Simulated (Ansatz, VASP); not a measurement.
**Co: VASP beside Ansatz**

```xyz
1
Lattice="0.0000 1.7720 1.7720 1.7720 0.0000 1.7720 1.7720 1.7720 0.0000" Properties=species:S:1:pos:R:3 pbc="T T T"
Co    0.0000    0.0000    0.0000
```

Alike in both runs: task single point; functional r2SCAN; k mesh 1 × 1 × 1; occupations fermi-dirac, width 0.1 eV; collinear spin.

|  | VASP | Ansatz |
| --- | --- | --- |
| version | VASP 6.6.1 | Ansatz 0.2.0 |
| potentials or method | VASP PAW PBE potentials, release 64 (Co_sv), cutoff 660 eV | PAW, plane waves, scalar-relativistic |
| valence electrons in the cell | 17 | 17 |

```tsv
	VASP	Ansatz	Ansatz less VASP
pressure (GPa)	-14.9	-12.9	+2.00
net moment per atom (μB)	3.00	3.00	0.000
size of the moment on the site where the two differ most (μB)	2.85	2.93	+0.088
```

VASP's potentials were made for PBE, not for r2SCAN. Site moments also hang on the region over which each program counts them. Ansatz's warnings: stability check not made.

The k mesh is coarse, so the values compare programs but aren't converged.
